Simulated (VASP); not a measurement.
# BP (F-43m) in VASP: single point with PBE

Aim: the single point of BP with PBE.

Program: VASP 6.6.1. These are calculated values, not measurements. Logs are shortened: lines on timing, memory, paths and dates and some standing lists are left out, and cuts for length are marked.

**1. The cell of the first run**

The structure is cubic, space group F-43m (No. 216). The conventional cell has a = 4.548 Å, b = 4.548 Å, c = 4.548 Å, α = 90.00°, β = 90.00°, γ = 90.00°. B (site symmetry -43m) has 4 P at 1.97 Å within 2.6 Å. P (site symmetry -43m) has 4 B at 1.97 Å within 2.6 Å.

**2. Single point, PBE**

INCAR

```
  PREC = Accurate
  ENCUT = 500
  EDIFF = 1E-6
  ISMEAR = 0
  SIGMA = 0.02
  LREAL = False
  LASPH = True
  NELM = 120
  ALGO = Normal
  ISIF = 2
  LWAVE = False
  LCHARG = False
  GGA = PE
  NBANDS = 11
  GGA_COMPAT = False
```

KPOINTS

```
Automatic mesh
0
Gamma
  10 10 10
```

POSCAR

```
BP
1.0
    0.0000000000      2.2740785686      2.2740785686
    2.2740785686      0.0000000000      2.2740785686
    2.2740785686      2.2740785686      0.0000000000
B P
1 1
Direct
    0.0000000000      0.0000000000      0.0000000000
    0.2500000000      0.2500000000      0.2500000000
```

Potentials or basis: VASP PAW PBE potentials, release 64 (B, P).

Launch:

```console
> cat potpaw_PBE.64/B/POTCAR potpaw_PBE.64/P/POTCAR > POTCAR
> mpirun -np 1 vasp_std > vasp.out
```

OUTCAR:

```text
PREC = Accurate
   ENCUT = 500
   EDIFF = 1E-6
   ISMEAR = 0
   LREAL = False
   LASPH = True
   NELM = 120
   ISIF = 2
   GGA = PE

 ion  position               nearest neighbor table
   1  0.000  0.000  0.000-   2 1.97   2 1.97   2 1.97   2 1.97
   2  0.250  0.250  0.250-   1 1.97   1 1.97   1 1.97   1 1.97

  LATTYP: Found a face centered cubic cell.
 ALAT       =     4.5481571372

  Lattice vectors:

 A1 = (   0.0000000000,   2.2740785686,   2.2740785686)
 A2 = (   2.2740785686,   0.0000000000,   2.2740785686)
 A3 = (   2.2740785686,   2.2740785686,   0.0000000000)

Analysis of symmetry for initial positions (statically):
=====================================================================
 Subroutine PRICEL returns:
 Original cell was already a primitive cell.

 Routine SETGRP: Setting up the symmetry group for a
 face centered cubic supercell.

 Subroutine GETGRP returns: Found 24 space group operations
 (whereof 24 operations were pure point group operations)
 out of a pool of 48 trial point group operations.

The static configuration has the point symmetry T_d .

Analysis of symmetry for dynamics (positions and initial velocities):
=====================================================================
 Subroutine PRICEL returns:
 Original cell was already a primitive cell.

 Routine SETGRP: Setting up the symmetry group for a
 face centered cubic supercell.

 Subroutine GETGRP returns: Found 24 space group operations
 (whereof 24 operations were pure point group operations)
 out of a pool of 48 trial point group operations.

The dynamic configuration has the point symmetry T_d .

 Subroutine INISYM returns: Found 24 space group operations
 (whereof 24 operations are pure point group operations),
 and found     1 'primitive' translations

----------------------------------------------------------------------------------------

                                     Primitive cell

  volume of cell :      23.5205

  direct lattice vectors                    reciprocal lattice vectors
     0.000000000  2.274078569  2.274078569    -0.219869272  0.219869272  0.219869272
     2.274078569  0.000000000  2.274078569     0.219869272 -0.219869272  0.219869272
     2.274078569  2.274078569  0.000000000     0.219869272  0.219869272 -0.219869272

  length of vectors
     3.216032754  3.216032754  3.216032754     0.380824751  0.380824751  0.380824751

  position of ions in fractional coordinates (direct lattice)
     0.000000000  0.000000000  0.000000000
     0.250000000  0.250000000  0.250000000

  ion indices of the primitive-cell ions
   primitive index   ion index
                 1           1
                 2           2

----------------------------------------------------------------------------------------

 KPOINTS: Automatic mesh

Automatic generation of k-mesh.
 Grid dimensions read from file:
 generate k-points for:   10   10   10

 Generating k-lattice:

  Cartesian coordinates                     Fractional coordinates (reciprocal lattice)
    -0.021986927  0.021986927  0.021986927     0.100000000  0.000000000  0.000000000
     0.021986927 -0.021986927  0.021986927     0.000000000  0.100000000  0.000000000
     0.021986927  0.021986927 -0.021986927     0.000000000  0.000000000  0.100000000

  Length of vectors
     0.038082475  0.038082475  0.038082475

  Shift w.r.t. Gamma in fractional coordinates (k-lattice)
     0.000000000  0.000000000  0.000000000

 Subroutine IBZKPT returns following result:
 ===========================================

 Found     47 irreducible k-points:

 Following reciprocal coordinates:
            Coordinates               Weight
  0.000000  0.000000  0.000000      1.000000
  0.100000  0.000000  0.000000      8.000000
  0.200000  0.000000  0.000000      8.000000
  0.300000  0.000000  0.000000      8.000000
  0.400000  0.000000  0.000000      8.000000
  0.500000  0.000000  0.000000      4.000000
[... 16 lines left out ...]
  0.300000  0.300000  0.000000      6.000000
  0.400000  0.300000  0.000000     24.000000
 [... further k-points ...]
   k-points           NKPTS =     47   k-points in BZ     NKDIM =     47   number of bands    NBANDS=     11
   number of dos      NEDOS =    301   number of ions     NIONS =      2
   total plane-waves  NPLWV =  13824
   dimension x,y,z NGX =    24 NGY =   24 NGZ =   24
   dimension x,y,z NGXF=    48 NGYF=   48 NGZF=   48
   ions per type =               1   1
   NGX,Y,Z   is equivalent  to a cutoff of  12.41, 12.41, 12.41 a.u.
   NGXF,Y,Z  is equivalent  to a cutoff of  24.81, 24.81, 24.81 a.u.
 SYSTEM =  unknown system
   PREC   = accura    normal or accurate (medium, high low for compatibility)
   ISTART =      0    job   : 0-new  1-cont  2-samecut
   ICHARG =      2    charge: 1-file 2-atom 10-const
   ISPIN  =      1    spin polarized calculation?
   LNONCOLLINEAR =      F non collinear calculations
   LSORBIT =      F    spin-orbit coupling
   LASPH  =      T    aspherical Exc in radial PAW
   ENCUT  =  500.0 eV  36.75 Ry    6.06 a.u.   5.86  5.86  5.86*2*pi/ulx,y,z
   NELM   =    120;   NELMIN=  2; NELMDL= -5     # of ELM steps
   EDIFF  = 0.1E-05   stopping-criterion for ELM
   LREAL  =      F    real-space projection
   EDIFFG = 0.1E-04   stopping-criterion for IOM
   NSW    =      0    number of steps for IOM
   IBRION =     -1    ionic relax: 0-MD 1-quasi-New 2-CG
   NFREE  =      0    steps in history (QN), initial steepest desc. (CG)
   ISIF   =      2    stress and relaxation
   ISYM   =      2    0-nonsym 1-usesym 2-fastsym
   POTIM  = 0.5000    time-step for ionic-motion
   TEBEG  =    0.0;   TEEND  =   0.0 temperature during run
   PSTRESS=    0.0 pullay stress
   NELECT =       8.0000    total number of electrons
   NUPDOWN=      -1.0000    fix difference up-down
   EMIN   =  10.00;   EMAX   =-10.00  energy-range for DOS
   EFERMI =   0.00;   METHOD = LEGACY
   ISMEAR =     0;   SIGMA  =   0.02  broadening in eV -4-tet -1-fermi 0-gaus
   EFERMI_NEDOS =   21; number of points for ismear=-14 and -15
   IALGO  =     38    algorithm
   IMIX   =      4    mixing-type and parameters
     AMIX     =   0.40;   BMIX     =  1.00
     AMIX_MAG =   1.60;   BMIX_MAG =  1.00
  volume/ion in A,a.u.               =      11.76        79.36
  Fermi-wavevector in a.u.,A,eV,Ry     =   1.142763  2.159508 17.767936  1.305906
  Thomas-Fermi vector in A             =   2.279460
   LORBIT       =      0    0 simple, 1 ext, 2 COOP (PROOUT), +10 PAW based schemes
   GGA     = PE    functional components
   LHFCALC =     F    Hartree Fock is set to
   AEXX    =    0.0000 exact exchange contribution
   IVDW    =     0    specifies the selected vdW correction
   LEPSILON=     F    determine dielectric tensor
   LRPA    =     F    only Hartree local field effects (RPA)
 non-spin polarized calculation
 Gauss-broadening in eV      SIGMA  =   0.02
  energy-cutoff  :      500.00
  volume of cell :       23.52
 maximum number of plane-waves:       610
   NGX = 11   NGY = 11   NGZ = 11

 number of electron       8.0000000 magnetization

 Free energy of the ion-electron system (eV)
  ---------------------------------------------------
  ext. energy  EPLUGINS =         0.00000000
  ---------------------------------------------------
  free energy    TOTEN  =       -12.93057768 eV

  energy without entropy =      -12.93057768  energy(sigma->0) =      -12.93057768

 E-fermi :   7.4774     XC(G=0): -10.8784

 val. band max:        7.3537673533   @ k =   0.0000   0.0000   0.0000
 cond. band min:       8.6021442005   @ k =   0.4000   0.4000   0.0000
 fundamental gap:      1.2483768472
 Fermi energy:         7.4773563716

 k-point     1 :       0.0000    0.0000    0.0000
  band No.  band energies     occupation
      1      -8.0469      2.00000
      2       7.3538      2.00000
      3       7.3538      2.00000
      4       7.3538      2.00000
      5      10.7447      0.00000
      6      10.7447      0.00000
      7      10.7447      0.00000
      8      14.6262      0.00000
      9      18.8215      0.00000
     10      19.4634      0.00000
     11      19.4634      0.00000

 k-point     2 :       0.1000    0.0000    0.0000
  band No.  band energies     occupation
      1      -7.8677      2.00000
      2       6.0567      2.00000
      3       7.0608      2.00000
      4       7.0608      2.00000
      5      11.1505      0.00000
      6      11.1505      0.00000
      7      11.1747      0.00000
      8      15.1542      0.00000
      9      18.7838      0.00000
     10      18.7838      0.00000
     11      19.3866      0.00000

 k-point     3 :       0.2000    0.0000    0.0000
  band No.  band energies     occupation
      1      -7.3372      2.00000
      2       3.7249      2.00000
      3       6.5046      2.00000
      4       6.5046      2.00000
      5      11.3604      0.00000
      6      11.8677      0.00000
      7      11.8677      0.00000
      8      16.3467      0.00000
      9      18.1855      0.00000
     10      18.1855      0.00000
     11      20.2443      0.00000

 k-point     4 :       0.3000    0.0000    0.0000
  band No.  band energies     occupation
      1      -6.4854      2.00000
      2       1.3771      2.00000
      3       6.0176      2.00000
      4       6.0176      2.00000
      5      11.2596      0.00000
      6      12.2002      0.00000
      7      12.2002      0.00000
      8      17.2851      0.00000
      9      18.7549      0.00000
     10      18.7549      0.00000
     11      20.4970      0.00000
[... 239 lines left out ...]
 k-point    22 :      -0.2000    0.2000    0.0000
  band No.  band energies     occupation
      1      -6.1956      2.00000
      2       2.1208      2.00000
      3       3.2081      2.00000
      4       6.1159      2.00000
      5      11.8118      0.00000
      6      12.6527      0.00000
      7      13.7119      0.00000
      8      15.6462      0.00000
      9      16.8510      0.00000
     10      20.9213      0.00000
     11      23.0707      0.00000

 k-point    23 :       0.3000    0.3000    0.0000
  band No.  band energies     occupation
      1      -5.9445      2.00000
      2       2.5281      2.00000
      3       4.1528      2.00000
      4       4.1528      2.00000
      5       8.8832      0.00000
      6      11.2669      0.00000
      7      16.1771      0.00000
      8      16.1771      0.00000
      9      20.3260      0.00000
     10      21.7085      0.00000
     11      23.8091      0.00000

 k-point    24 :       0.4000    0.3000    0.0000
  band No.  band energies     occupation
      1      -5.1250      2.00000
      2       1.2082      2.00000
      3       3.3304      2.00000
      4       3.8596      2.00000
      5       9.1706      0.00000
      6      10.9788      0.00000
      7      16.7840      0.00000
      8      16.7992      0.00000
      9      21.2763      0.00000
     10      22.5778      0.00000
     11      24.3167      0.00000

 [... further k-points ...]

------------------------ aborting loop because EDIFF is reached ----------------------------------------

  FORCE on cell =-STRESS in cart. coord.  units (eV):
  Direction    XX          YY          ZZ          XY          YZ          ZX
  --------------------------------------------------------------------------------------
  -------------------------------------------------------------------------------------
  Total       -0.0289630     -0.0289630     -0.0289630      0.0000000      0.0000000      0.0000000
  in kB       -1.9729114     -1.9729114     -1.9729114      0.0000000      0.0000000      0.0000000
  external PRESSURE =      -1.9729114 kB  Pullay stress =       0.0000000 kB

 VOLUME and BASIS-vectors are now :
 -----------------------------------------------------------------------------
  energy-cutoff  :      500.00
  volume of cell :       23.52
      direct lattice vectors                 reciprocal lattice vectors
     0.000000000  2.274078569  2.274078569    -0.219869272  0.219869272  0.219869272
     2.274078569  0.000000000  2.274078569     0.219869272 -0.219869272  0.219869272
     2.274078569  2.274078569  0.000000000     0.219869272  0.219869272 -0.219869272

 POSITION                                       TOTAL-FORCE (eV/Angst)
 -----------------------------------------------------------------------------------
      0.00000      0.00000      0.00000         0.000000      0.000000      0.000000
      1.13704      1.13704      1.13704        -0.000000     -0.000000     -0.000000
 -----------------------------------------------------------------------------------
    total drift:                                0.000000      0.000000      0.000000

  FREE ENERGIE OF THE ION-ELECTRON SYSTEM (eV)
  ---------------------------------------------------
  free  energy   TOTEN  =       -12.9305776782 eV

  energy  without entropy=      -12.9305776782  energy(sigma->0) =      -12.93057768
```

Run time: 6.4 s. Hardware: 1 thread of Intel Xeon Platinum 8259CL at 2.50GHz (Skylake/Cascade Lake), shared host; peak memory 0.14 GiB.

Results:

- Free energy: -12.9306 eV
- Pressure: -0.2 GPa
- Band gap on the k mesh: 1.25 eV (least direct gap 3.39 eV)

Levels at points of the mesh, in eV from the valence-band top:
| k point | band 2 | band 3 | band 4 | band 5 | band 6 | band 7 |
| --- | --- | --- | --- | --- | --- | --- |
| (0.00, 0.00, 0.00) | 0.00 | 0.00 | 0.00 | 3.39 | 3.39 | 3.39 |
| (0.50, 0.00, 0.00) | -8.99 | -1.75 | -1.75 | 3.74 | 4.71 | 4.71 |
| (0.50, 0.50, 0.00) | -8.55 | -4.09 | -4.09 | 1.35 | 1.67 | 12.06 |

A k mesh can miss the band edges.
